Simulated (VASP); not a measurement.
# NiO (Fm-3m) in VASP: a series of runs, part 2 of 2

VASP 6.6.1. The steps go on from the part before.

## (3) Single point, SVWN5, collinear spin, ferromagnetic start

This run uses another cell than the first one, of 8.26 Å³/atom, 0.911 times its volume.

File INCAR:

```
SYSTEM = NiO
  PREC = Accurate
  ENCUT = 520
  EDIFF = 1E-7
  ISMEAR = -1
  SIGMA = 0.05
  LREAL = .FALSE.
  LASPH = .TRUE.
  NELM = 150
  ALGO = Normal
  ISIF = 2
  LWAVE = .FALSE.
  LCHARG = .FALSE.
  ISPIN = 2
  MAGMOM = 1 0
  LORBIT = 11
  LMAXMIX = 4
  GGA = VW
  NBANDS = 19
```

File KPOINTS:

```
Automatic mesh
0
G
  11 11 11
  0 0 0
```

File POSCAR:

```
NiO
1.0
    0.0000000000      2.0217526179      2.0217526179
    2.0217526179      0.0000000000      2.0217526179
    2.0217526179      2.0217526179      0.0000000000
Ni O
1 1
Direct
    0.0000000000      0.0000000000      0.0000000000
    0.5000000000      0.5000000000      0.5000000000
```

Potentials or basis: VASP PAW PBE potentials, release 64 (Ni, O).

Started as:

```console
$ cat potpaw_PBE.64/Ni/POTCAR potpaw_PBE.64/O/POTCAR > POTCAR
$ mpirun -np 1 vasp_std > vasp.out
```

OUTCAR:

```text
SYSTEM = NiO
   PREC = Accurate
   ENCUT = 520
   EDIFF = 1E-7
   ISMEAR = -1
   LREAL = .FALSE.
   LASPH = .TRUE.
   NELM = 150
   ISIF = 2
   ISPIN = 2
   LORBIT = 11
   GGA = VW

 ion  position               nearest neighbor table
   1  0.000  0.000  0.000-   2 2.02   2 2.02   2 2.02   2 2.02   2 2.02   2 2.02
   2  0.500  0.500  0.500-   1 2.02   1 2.02   1 2.02   1 2.02   1 2.02   1 2.02

  LATTYP: Found a face centered cubic cell.
 ALAT       =     4.0435052358

  Lattice vectors:

 A1 = (   0.0000000000,   2.0217526179,   2.0217526179)
 A2 = (   2.0217526179,   0.0000000000,   2.0217526179)
 A3 = (   2.0217526179,   2.0217526179,   0.0000000000)

Analysis of symmetry for initial positions (statically):
=====================================================================
 Subroutine PRICEL returns:
 Original cell was already a primitive cell.

 Routine SETGRP: Setting up the symmetry group for a
 face centered cubic supercell.

 Subroutine GETGRP returns: Found 48 space group operations
 (whereof 48 operations were pure point group operations)
 out of a pool of 48 trial point group operations.

The static configuration has the point symmetry O_h .

Analysis of symmetry for dynamics (positions and initial velocities):
=====================================================================
 Subroutine PRICEL returns:
 Original cell was already a primitive cell.

 Routine SETGRP: Setting up the symmetry group for a
 face centered cubic supercell.

 Subroutine GETGRP returns: Found 48 space group operations
 (whereof 48 operations were pure point group operations)
 out of a pool of 48 trial point group operations.

The dynamic configuration has the point symmetry O_h .

Analysis of structural, dynamic, and magnetic symmetry:
=====================================================================
 Subroutine PRICEL returns:
 Original cell was already a primitive cell.

 Routine SETGRP: Setting up the symmetry group for a
 face centered cubic supercell.
[... 140 lines left out ...]
 NGX is ok and might be reduce to    24
   NGX = 11   NGY = 11   NGZ = 11

 number of electron      16.0000005 magnetization       0.3636788

 Free energy of the ion-electron system (eV)
  ---------------------------------------------------
  ext. energy  EPLUGINS =         0.00000000
  ---------------------------------------------------
  free energy    TOTEN  =        12.27769886 eV

  energy without entropy =       12.28795638  energy(sigma->0) =       12.28282762

 E-fermi :   8.9340     XC(G=0): -13.7449

 val. band max:        8.9126853634   @ k =  -0.3636   0.3636   0.0000
 cond. band min:       8.9584452144   @ k =   0.3636   0.2727   0.0909
 fundamental gap:      0.0457598510
 Fermi energy:         8.9340450662

 spin component 1

 k-point     1 :       0.0000    0.0000    0.0000
  band No.  band energies     occupation
      1     -12.2502      1.00000
      2       5.3852      1.00000
      3       5.3852      1.00000
      4       5.3852      1.00000
      5       6.6527      1.00000
      6       6.6527      1.00000
[... 517 lines left out ...]
     18      41.4695      0.00000
     19      42.6463      0.00000

 [... further k-points ...]

 spin component 2

 k-point     1 :       0.0000    0.0000    0.0000
  band No.  band energies     occupation
      1     -12.1647      1.00000
      2       5.4866      1.00000
      3       5.4866      1.00000
      4       5.4866      1.00000
      5       6.8950      1.00000
      6       6.8950      1.00000
[... 517 lines left out ...]
     18      41.5648      0.00000
     19      42.7287      0.00000

 [... further k-points ...]
[... 5 lines left out ...]
  --------------------------------------------------------------------------------------
  -------------------------------------------------------------------------------------
  Total        0.0485869      0.0485869      0.0485869      0.0000000     -0.0000000      0.0000000
  in kB        4.7099441      4.7099441      4.7099441      0.0000000     -0.0000000      0.0000000
  external PRESSURE =       4.7099441 kB  Pullay stress =       0.0000000 kB

 VOLUME and BASIS-vectors are now :
 -----------------------------------------------------------------------------
  energy-cutoff  :      520.00
  volume of cell :       16.53
      direct lattice vectors                 reciprocal lattice vectors
     0.000000000  2.021752618  2.021752618    -0.247310178  0.247310178  0.247310178
     2.021752618  0.000000000  2.021752618     0.247310178 -0.247310178  0.247310178
     2.021752618  2.021752618  0.000000000     0.247310178  0.247310178 -0.247310178

 POSITION                                       TOTAL-FORCE (eV/Angst)
 -----------------------------------------------------------------------------------
      0.00000      0.00000      0.00000         0.000000      0.000000     -0.000000
      2.02175      2.02175      2.02175         0.000000      0.000000      0.000000
 -----------------------------------------------------------------------------------
    total drift:                                0.000000     -0.000000     -0.000000

  FREE ENERGIE OF THE ION-ELECTRON SYSTEM (eV)
  ---------------------------------------------------
  free  energy   TOTEN  =        12.2776988595 eV

  energy  without entropy=       12.2879563786  energy(sigma->0) =       12.28282762

 total charge

# of ion       s       p       d       tot
------------------------------------------
    1        0.369   0.480   8.434   9.283
    2        1.559   3.390   0.000   4.949
--------------------------------------------------
tot          1.927   3.871   8.434  14.233

 magnetization (x)

# of ion       s       p       d       tot
------------------------------------------
    1        0.004   0.005   0.297   0.307
    2        0.008   0.038   0.000   0.046
--------------------------------------------------
tot          0.013   0.043   0.297   0.353
```

Wall time 22 s (1 thread of Intel Xeon 6975P-C, shared host); peak memory 0.15 GiB.

Results:

- Free energy: 12.2777 eV
- Pressure: 0.5 GPa
- Net moment: 0.36 μB per cell
- Site moments: Ni +0.31; O +0.05 μB
- Valence electrons inside the program's atomic spheres: Ni 9.28; O 4.95

Levels at points of the mesh, in eV from the Fermi level:
Spin up:
```csv
k point,band 5,band 6,band 7,band 8,band 9,band 10,band 11,band 12
"(0.00, 0.00, 0.00)",-2.28,-2.28,-2.28,-2.12,-2.12,2.20,18.03,19.72
```
Spin down:
```csv
k point,band 5,band 6,band 7,band 8,band 9,band 10,band 11,band 12
"(0.00, 0.00, 0.00)",-2.04,-2.04,-2.04,-1.67,-1.67,2.29,18.03,19.81
```

Caveat: the PAW data sets were made with another functional, which shifts forces and pressure a little; semilocal functionals often make such compounds metallic where correlation or magnetic order opens a gap, which also shifts bond lengths.

## (4) Single point, LDA, collinear spin, ferromagnetic start

This run uses another cell than the first one, of 8.71 Å³/atom, 0.960 times its volume.

File INCAR:

```
SYSTEM = NiO
ALGO = Normal
EDIFF = 1E-6
ENCUT = 520
GGA = CA
ISIF = 2
ISMEAR = -1
ISPIN = 2
LASPH = .TRUE.
LCHARG = .TRUE.
LELF = .TRUE.
LMAXMIX = 4
LORBIT = 11
LREAL = .FALSE.
LVHAR = .TRUE.
LWAVE = .FALSE.
MAGMOM = 1 0
NBANDS = 19
NELM = 150
PREC = Accurate
SIGMA = 0.05
```

File KPOINTS:

```
k-points
0
G
  11 11 11
  0 0 0
```

File POSCAR:

```
NiO
1.0
    0.0000000000      2.0577103256      2.0577103256
    2.0577103256      0.0000000000      2.0577103256
    2.0577103256      2.0577103256      0.0000000000
Ni O
1 1
Direct
    0.0000000000      0.0000000000      0.0000000000
    0.5000000000      0.5000000000      0.5000000000
```

Potentials or basis: VASP PAW LDA potentials, release 64 (Ni, O).

Started as:

```console
$ cat potpaw_LDA.64/Ni/POTCAR potpaw_LDA.64/O/POTCAR > POTCAR
$ mpirun -np 1 vasp_std > vasp.out
```

It took 20 s on 1 thread of Intel Xeon 6975P-C, shared host; peak memory 0.15 GiB.

The run converged. Its results:

```
Free energy                                           : -13.3667 eV
Pressure                                              : -12.0 GPa
Net moment                                            : 0.26 μB per cell
Site moments                                          : Ni +0.22; O +0.03 μB
Valence electrons inside the program's atomic spheres : Ni 9.16; O 4.92
```

Levels at points of the mesh, in eV from the Fermi level:
Spin up:
```
           k point  band 4  band 5  band 6  band 7  band 8  band 9  band 10  band 11  band 12  band 13
(0.00, 0.00, 0.00)   -3.29   -2.03   -2.03   -2.03   -1.88   -1.88     1.93    17.88    19.34    19.34
```
Spin down:
```tsv
k point	band 5	band 6	band 7	band 8	band 9	band 10	band 11	band 12
(0.00, 0.00, 0.00)	-1.88	-1.88	-1.88	-1.59	-1.59	1.98	17.89	19.39
```

Caveat: semilocal functionals often make such compounds metallic where correlation or magnetic order opens a gap, which also shifts bond lengths. With open d or f shells a metallic result of LDA can be an artefact of self-interaction; +U or a hybrid may open a gap.

## (5) Overview

| task | level | potentials or basis | cell | cutoff (eV) | gap on the mesh (eV) | pressure (GPa) | moment (μB) |
| --- | --- | --- | --- | --- | --- | --- | --- |
| relaxation of cell and atoms | revPBE | VASP PAW PBE potentials, release 64 (Ni, O) | relaxed from a = 2.950 Å, angles 60.0°, 2 atoms | 600 | none | 0.1 | 1.88 |
| single point | SVWN5 | VASP PAW PBE potentials, release 64 (Ni, O) | a = 2.859 Å, angles 60.0°, 2 atoms | 520 | none | 0.5 | 0.36 |
| single point | LDA | VASP PAW LDA potentials, release 64 (Ni, O) | a = 2.910 Å, angles 60.0°, 2 atoms | 520 | none | -12.0 | 0.26 |

Alike in all rows: spin collinear, ferromagnetic start; k mesh 11 × 11 × 11; smearing fermi-dirac 0.05 eV.

Caveats: semilocal functionals often make such compounds metallic where correlation or magnetic order opens a gap, which also shifts bond lengths; the PAW data sets were made with another functional, which shifts forces and pressure a little (some runs); a cell with one magnetic atom can't hold antiferromagnetic order, which such compounds often take (some runs).

Total energies depend on the potentials used, so only differences within one code and one set of settings carry meaning.

## (6) How close it comes

Step 3. Against the measured gap of NiO, 4.3 eV (quoted in “Local correlations, non-local screening, multiplets, and band formation in NiO”, 2012, arxiv:1210.6675), the calculated 0.00 eV is off by -4.30 eV. So large a miss can be the level of theory's own, or it may mean another phase, state or a wrong row. The value is that of SVWN5 on a finite k mesh, which can miss the band edges, without temperature or zero-point motion. The run's magnetic order (collinear spin, ferromagnetic start) needn't be the measured crystal's.
